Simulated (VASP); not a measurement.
# Al3B2As (P-62m) in VASP: a series of runs

The runs below take Al3B2As through single point, relaxation of cell and atoms, with PBE.

All numbers are computed with VASP 6.6.1; they aren't measurements. Logs are shortened: lines on timing, memory, paths and dates and some standing lists are left out, and cuts for length are marked.

**1. The cell of the first run**

The structure is hexagonal, space group P-62m (No. 189). The conventional cell has a = 6.507 Å, b = 6.507 Å, c = 2.817 Å, α = 90.00°, β = 90.00°, γ = 120.00°. Within 2.9 Å of Al (site symmetry m2m) lie 2 B at 2.10 Å and 2 As at 2.71 Å and 2 Al at 2.82 Å. B (site symmetry -6) has 3 Al at 2.10 Å and 2 B at 2.82 Å within 2.9 Å. Within 3.6 Å of As (site symmetry -62m) lie 6 Al at 2.71 Å and 2 As at 2.82 Å.

The cell was built from a structure type or drawn by symmetry, and may not be a known phase.

**2. Single point, PBE**

Input file INCAR:

```
SYSTEM = Al3B2As
  ALGO = Normal
  EDIFF = 1E-6
  ENCUT = 520
  GGA = PE
  ISIF = 2
  ISMEAR = 0
  LASPH = .True.
  LCHARG = .True.
  LELF = .True.
  LREAL = .False.
  LVHAR = .True.
  LWAVE = .False.
  NBANDS = 19
  NELM = 100
  PREC = Accurate
  SIGMA = 0.1
```

Input file KPOINTS:

```
k-points
0
Gamma
  6 6 14
  0 0 0
```

Input file POSCAR:

```
Al3B2As
1.0
    6.5073731629      0.0000000000      0.0000000000
   -3.2536865815      5.6355504710      0.0000000000
    0.0000000000      0.0000000000      2.8165626935
Al B As
3 2 1
Direct
    0.6443390038      0.0000000000      0.5000000000
    0.0000000000      0.6443390038      0.5000000000
    0.3556609962      0.3556609962      0.5000000000
    0.3333333333      0.6666666667      0.5000000000
    0.6666666667      0.3333333333      0.5000000000
    0.0000000000      0.0000000000      0.0000000000
```

Potentials or basis: VASP PAW PBE potentials, release 64 (Al, B, As).

The run is started by

```bash
$ cat potpaw_PBE.64/Al/POTCAR potpaw_PBE.64/B/POTCAR potpaw_PBE.64/As/POTCAR > POTCAR
$ mpirun -np 1 vasp_std > vasp.out
```

OUTCAR:

```text
SYSTEM = Al3B2As
   EDIFF = 1E-6
   ENCUT = 520
   GGA = PE
   ISIF = 2
   ISMEAR = 0
   LASPH = .True.
   LREAL = .False.
   NELM = 100
   PREC = Accurate

 ion  position               nearest neighbor table
   1  0.644  0.000  0.500-   5 2.10   4 2.10   6 2.71   6 2.71
   2  0.000  0.644  0.500-   4 2.10   5 2.10   6 2.71   6 2.71
   3  0.356  0.356  0.500-   5 2.10   4 2.10   6 2.71   6 2.71
   4  0.333  0.667  0.500-   2 2.10   1 2.10   3 2.10
   5  0.667  0.333  0.500-   1 2.10   2 2.10   3 2.10
   6  0.000  0.000  0.000-   3 2.71   3 2.71   1 2.71   1 2.71   2 2.71   2 2.71

  LATTYP: Found a hexagonal cell.
 ALAT       =     6.5073731629
 C/A-ratio  =     0.4328263683

  Lattice vectors:

 A1 = (   6.5073731629,   0.0000000000,   0.0000000000)
 A2 = (  -3.2536865815,   5.6355504710,   0.0000000000)
 A3 = (   0.0000000000,   0.0000000000,   2.8165626935)

Analysis of symmetry for initial positions (statically):
=====================================================================
 Subroutine PRICEL returns:
 Original cell was already a primitive cell.

 Routine SETGRP: Setting up the symmetry group for a
 hexagonal supercell.

 Subroutine GETGRP returns: Found 12 space group operations
 (whereof 12 operations were pure point group operations)
 out of a pool of 24 trial point group operations.

The static configuration has the point symmetry D_3h.

Analysis of symmetry for dynamics (positions and initial velocities):
=====================================================================
 Subroutine PRICEL returns:
 Original cell was already a primitive cell.

 Routine SETGRP: Setting up the symmetry group for a
 hexagonal supercell.

 Subroutine GETGRP returns: Found 12 space group operations
 (whereof 12 operations were pure point group operations)
 out of a pool of 24 trial point group operations.

The dynamic configuration has the point symmetry D_3h.

 Subroutine INISYM returns: Found 12 space group operations
 (whereof 12 operations are pure point group operations),
 and found     1 'primitive' translations

----------------------------------------------------------------------------------------

                                     Primitive cell

  volume of cell :     103.2908

  direct lattice vectors                    reciprocal lattice vectors
     6.507373163  0.000000000  0.000000000     0.153671839  0.088722478  0.000000000
    -3.253686581  5.635550471  0.000000000     0.000000000  0.177444955  0.000000000
     0.000000000  0.000000000  2.816562693     0.000000000  0.000000000  0.355042692

  length of vectors
     6.507373163  6.507373163  2.816562693     0.177444955  0.177444955  0.355042692

  position of ions in fractional coordinates (direct lattice)
     0.644339004  0.000000000  0.500000000
     0.000000000  0.644339004  0.500000000
     0.355660996  0.355660996  0.500000000
     0.333333333  0.666666667  0.500000000
     0.666666667  0.333333333  0.500000000
     0.000000000  0.000000000  0.000000000

  ion indices of the primitive-cell ions
   primitive index   ion index
                 1           1
                 2           2
                 3           3
                 4           4
                 5           5
                 6           6

----------------------------------------------------------------------------------------

 KPOINTS: k-points

Automatic generation of k-mesh.
 Grid dimensions read from file:
 generate k-points for:    6    6   14

 Generating k-lattice:

  Cartesian coordinates                     Fractional coordinates (reciprocal lattice)
     0.025611973  0.014787080  0.000000000     0.166666667  0.000000000  0.000000000
     0.000000000  0.029574159  0.000000000     0.000000000  0.166666667  0.000000000
     0.000000000  0.000000000  0.025360192     0.000000000  0.000000000  0.071428571

  Length of vectors
     0.029574159  0.029574159  0.025360192

  Shift w.r.t. Gamma in fractional coordinates (k-lattice)
     0.000000000  0.000000000  0.000000000

 Subroutine IBZKPT returns following result:
 ===========================================

 Found     56 irreducible k-points:

 Following reciprocal coordinates:
            Coordinates               Weight
  0.000000  0.000000  0.000000      1.000000
  0.166667  0.000000  0.000000      6.000000
  0.333333 -0.000000  0.000000      6.000000
  0.500000  0.000000  0.000000      3.000000
  0.166667  0.166667  0.000000      6.000000
  0.333333  0.166667  0.000000     12.000000
[... 16 lines left out ...]
  0.166667  0.000000  0.214286     12.000000
  0.333333 -0.000000  0.214286     12.000000
 [... further k-points ...]
   k-points           NKPTS =     56   k-points in BZ     NKDIM =     56   number of bands    NBANDS=     19
   number of dos      NEDOS =    301   number of ions     NIONS =      6
   total plane-waves  NPLWV =  55296
   dimension x,y,z NGX =    48 NGY =   48 NGZ =   24
   dimension x,y,z NGXF=    96 NGYF=   96 NGZF=   48
   ions per type =               3   2   1
   NGX,Y,Z   is equivalent  to a cutoff of  12.26, 12.26, 14.17 a.u.
   NGXF,Y,Z  is equivalent  to a cutoff of  24.53, 24.53, 28.33 a.u.
 SYSTEM =  Al3B2As
   PREC   = accura    normal or accurate (medium, high low for compatibility)
   ISTART =      0    job   : 0-new  1-cont  2-samecut
   ICHARG =      2    charge: 1-file 2-atom 10-const
   ISPIN  =      1    spin polarized calculation?
   LNONCOLLINEAR =      F non collinear calculations
   LSORBIT =      F    spin-orbit coupling
   LASPH  =      T    aspherical Exc in radial PAW
   ENCUT  =  520.0 eV  38.22 Ry    6.18 a.u.  12.10 12.10  5.24*2*pi/ulx,y,z
   NELM   =    100;   NELMIN=  2; NELMDL= -5     # of ELM steps
   EDIFF  = 0.1E-05   stopping-criterion for ELM
   LREAL  =      F    real-space projection
   EDIFFG = 0.1E-04   stopping-criterion for IOM
   NSW    =      0    number of steps for IOM
   IBRION =     -1    ionic relax: 0-MD 1-quasi-New 2-CG
   NFREE  =      0    steps in history (QN), initial steepest desc. (CG)
   ISIF   =      2    stress and relaxation
   ISYM   =      2    0-nonsym 1-usesym 2-fastsym
   POTIM  = 0.5000    time-step for ionic-motion
   TEBEG  =    0.0;   TEEND  =   0.0 temperature during run
   PSTRESS=    0.0 pullay stress
   NELECT =      20.0000    total number of electrons
   NUPDOWN=      -1.0000    fix difference up-down
   EMIN   =  10.00;   EMAX   =-10.00  energy-range for DOS
   EFERMI =   0.00;   METHOD = LEGACY
   ISMEAR =     0;   SIGMA  =   0.10  broadening in eV -4-tet -1-fermi 0-gaus
   EFERMI_NEDOS =   21; number of points for ismear=-14 and -15
   IALGO  =     38    algorithm
   IMIX   =      4    mixing-type and parameters
     AMIX     =   0.40;   BMIX     =  1.00
     AMIX_MAG =   1.60;   BMIX_MAG =  1.00
  volume/ion in A,a.u.               =      17.22       116.17
  Fermi-wavevector in a.u.,A,eV,Ry     =   0.947104  1.789767 12.204507  0.897006
  Thomas-Fermi vector in A             =   2.075165
   LORBIT       =      0    0 simple, 1 ext, 2 COOP (PROOUT), +10 PAW based schemes
   GGA     = PE    functional components
   LHFCALC =     F    Hartree Fock is set to
   AEXX    =    0.0000 exact exchange contribution
   IVDW    =     0    specifies the selected vdW correction
   LEPSILON=     F    determine dielectric tensor
   LRPA    =     F    only Hartree local field effects (RPA)
 non-spin polarized calculation
 Gauss-broadening in eV      SIGMA  =   0.10
  energy-cutoff  :      520.00
  volume of cell :      103.29
 maximum number of plane-waves:      2804
   NGX = 25   NGY = 25   NGZ = 11

 number of electron      19.9999999 magnetization

 Free energy of the ion-electron system (eV)
  ---------------------------------------------------
  ext. energy  EPLUGINS =         0.00000000
  ---------------------------------------------------
  free energy    TOTEN  =       -25.81923281 eV

  energy without entropy =      -25.80717629  energy(sigma->0) =      -25.81320455

 E-fermi :   4.4871     XC(G=0):  -9.5485

 val. band max:        4.4467600467   @ k =   0.1667   0.1667   0.5000
 cond. band min:       4.4919630608   @ k =   0.3333  -0.0000   0.5000
 fundamental gap:      0.0452030141
 Fermi energy:         4.4871261102

 k-point     1 :       0.0000    0.0000    0.0000
  band No.  band energies     occupation
      1      -8.2041      2.00000
      2      -4.0674      2.00000
      3      -2.2513      2.00000
      4      -1.8597      2.00000
      5      -1.8597      2.00000
      6       0.4266      2.00000
[... 11 lines left out ...]
     18      11.6194      0.00000
     19      11.6195      0.00000

 k-point     2 :       0.1667    0.0000    0.0000
  band No.  band energies     occupation
      1      -8.1814      2.00000
      2      -4.1666      2.00000
      3      -2.6991      2.00000
      4      -1.8095      2.00000
      5      -1.4930      2.00000
      6       0.7291      2.00000
[... 11 lines left out ...]
     18      10.8137      0.00000
     19      11.9862      0.00000

 k-point     3 :       0.3333   -0.0000    0.0000
  band No.  band energies     occupation
      1      -8.1343      2.00000
      2      -4.3280      2.00000
      3      -3.2043      2.00000
      4      -1.8782      2.00000
      5      -0.6905      2.00000
      6       1.3439      2.00000
[... 11 lines left out ...]
     18      10.9362      0.00000
     19      12.6923      0.00000

 k-point     4 :       0.5000    0.0000    0.0000
  band No.  band energies     occupation
      1      -8.1097      2.00000
      2      -4.3964      2.00000
      3      -3.3983      2.00000
      4      -1.9267      2.00000
      5       0.2646      2.00000
      6       0.5737      2.00000
[... 407 lines left out ...]
     18      11.1163      0.00000
     19      11.1163      0.00000

 k-point    23 :       0.1667    0.0000    0.2143
  band No.  band energies     occupation
      1      -7.3795      2.00000
      2      -3.4464      2.00000
      3      -1.9950      2.00000
      4      -1.0066      2.00000
      5      -0.7236      2.00000
      6       1.4477      2.00000
[... 11 lines left out ...]
     18      10.7977      0.00000
     19      11.2037      0.00000

 k-point    24 :       0.3333   -0.0000    0.2143
  band No.  band energies     occupation
      1      -7.3337      2.00000
      2      -3.5838      2.00000
      3      -2.4873      2.00000
      4      -1.0844      2.00000
      5       0.0414      2.00000
      6       2.0406      2.00000
[... 11 lines left out ...]
     18      10.8489      0.00000
     19      11.0010      0.00000

 [... further k-points ...]

------------------------ aborting loop because EDIFF is reached ----------------------------------------

  FORCE on cell =-STRESS in cart. coord.  units (eV):
  Direction    XX          YY          ZZ          XY          YZ          ZX
  --------------------------------------------------------------------------------------
  -------------------------------------------------------------------------------------
  Total        0.0069456      0.0069456      0.0412062     -0.0000000      0.0000000      0.0000000
  in kB        0.1077348      0.1077348      0.6391637     -0.0000000      0.0000000      0.0000000
  external PRESSURE =       0.2848778 kB  Pullay stress =       0.0000000 kB

 VOLUME and BASIS-vectors are now :
 -----------------------------------------------------------------------------
  energy-cutoff  :      520.00
  volume of cell :      103.29
      direct lattice vectors                 reciprocal lattice vectors
     6.507373163  0.000000000  0.000000000     0.153671839  0.088722478  0.000000000
    -3.253686581  5.635550471  0.000000000     0.000000000  0.177444955  0.000000000
     0.000000000  0.000000000  2.816562693     0.000000000  0.000000000  0.355042692

 POSITION                                       TOTAL-FORCE (eV/Angst)
 -----------------------------------------------------------------------------------
      4.19295      0.00000      1.40828        -0.007681     -0.000000      0.000000
     -2.09648      3.63120      1.40828         0.003841     -0.006652     -0.000000
      1.15721      2.00435      1.40828         0.003841      0.006652      0.000000
     -0.00000      3.75703      1.40828         0.000000     -0.000000      0.000000
      3.25369      1.87852      1.40828         0.000000     -0.000000      0.000000
      0.00000      0.00000      0.00000         0.000000     -0.000000      0.000000
 -----------------------------------------------------------------------------------
    total drift:                                0.000000      0.000000     -0.000000

  FREE ENERGIE OF THE ION-ELECTRON SYSTEM (eV)
  ---------------------------------------------------
  free  energy   TOTEN  =       -25.8192328110 eV

  energy  without entropy=      -25.8071762915  energy(sigma->0) =      -25.81320455
```

Wall time 1.9 min (1 thread of AMD EPYC 7R13, shared host); peak memory 0.26 GiB.

Results:

- Free energy: -25.8192 eV
- Pressure: 0.0 GPa
- Largest force: 0.008 eV/Å
- Band gap on the k mesh: zero (bands 10 and 11 overlap by 3.19 eV)

Forces in eV/Å, atoms in the order of the input:
```
Al  -0.008  0.000  0.000
Al   0.004 -0.007  0.000
Al   0.004  0.007  0.000
B    0.000  0.000  0.000
B    0.000  0.000  0.000
As   0.000  0.000  0.000
```

(Part 1 of 2 ends here.)
